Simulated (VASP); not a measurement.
Input of a VASP 6.6.1 run:

Contents of INCAR:

```
SYSTEM = Al18H3C
PREC     = Accurate       ! precision mode
ENCUT    = 520            ! plane-wave cutoff, eV
EDIFF    = 1E-6           ! SCF threshold, eV
ISMEAR   = 0              ! smearing method
SIGMA    = 0.15           ! smearing width, eV
LREAL    = Auto         
LASPH    = .TRUE.         ! aspherical terms in the spheres
NELM     = 60             ! most SCF steps
ALGO     = Normal         ! electronic algorithm
ISIF     = 2              ! what is computed and relaxed
LWAVE    = .FALSE.        ! write WAVECAR
LCHARG   = .FALSE.        ! write CHGCAR
GGA      = PE             ! functional
IVDW     = 12             ! dispersion correction
NBANDS   = 48             ! bands
```

File KPOINTS:

```
Automatic mesh
0
G
  3 2 1
  0 0 0
```

POSCAR

```
Al18H3C
1.0
    5.7275650000      0.0000000000      0.0000000000
    4.2956740000      7.4403250000      0.0000000000
    0.0000000000      0.0000000000     15.6765370000
Al C H
18 1 3
Direct
    0.1666665958      0.1111111410      0.0637895984
    0.6666666831      0.1111111410      0.0637895984
    0.1666667458      0.4444444295      0.0637895984
    0.6666666585      0.4444444295      0.0637895984
    0.1666666204      0.7777778524      0.0637895984
    0.6666667077      0.7777778524      0.0637895984
   -0.1574695146      0.2105881128      0.2100753502
    0.3341609634      0.2196808607      0.2070025414
   -0.1638535408      0.5493344713      0.2115149538
    0.3406647776      0.5476282286      0.2076978481
   -0.1586715530      0.8780078827      0.2124581468
    0.3408026528      0.8820191322      0.2124546384
    0.0078038462     -0.0085898129      0.3596333170
    0.4885503698      0.0228197021      0.3517368026
    0.0030844679      0.3226807969      0.3532001998
    0.4993580621      0.3373333826      0.3579683447
    0.0129961592      0.6532322177      0.3575126956
    0.4996023432      0.6602589269      0.3585561658
    0.7260888111      0.6998585411      0.4681407635
    0.9300225653      0.6306543061      0.4969972641
    0.6211946148      0.8384992591      0.4923714338
    0.6322129748      0.6276956988      0.4980725016
```

Potentials or basis: VASP PAW PBE potentials, release 64 (Al, C, H).

Run with:

```console
$ cat potpaw_PBE.64/Al/POTCAR potpaw_PBE.64/C/POTCAR potpaw_PBE.64/H/POTCAR > POTCAR
$ mpirun -np 1 vasp_std > vasp.out
```

Task: Predict the band gap on the k mesh.

Result: Zero (an odd number of electrons rules out a gap without spin polarisation).

Task: What does it give for the dispersion energy per atom?

Result: -0.202 eV.

Forces on the atoms (eV/Å):
```
Al   0.023  0.117 -0.096
Al  -0.024  0.061 -0.065
Al  -0.057 -0.099 -0.114
Al   0.053 -0.049  0.013
Al  -0.029 -0.026  0.040
Al   0.031 -0.022  0.216
Al   0.002  0.004 -0.006
Al   0.000  0.009  0.000
Al   0.000  0.003 -0.001
Al  -0.004 -0.001 -0.005
Al   0.001  0.003 -0.003
Al   0.001  0.003 -0.002
Al   0.001  0.000  0.001
Al  -0.002  0.005 -0.008
Al   0.006  0.001  0.004
Al  -0.001  0.003  0.004
Al  -0.001 -0.004  0.001
Al   0.006 -0.002  0.006
C   -0.010 -0.023 -0.018
H    0.018  0.000  0.006
H    0.000  0.021  0.019
H   -0.014 -0.002  0.006
```

Caveat: the k points lie up to 0.42 Å⁻¹ apart, too coarse for converged energies and pressures of a metal; there is no dipole correction, which matters where the two faces differ.
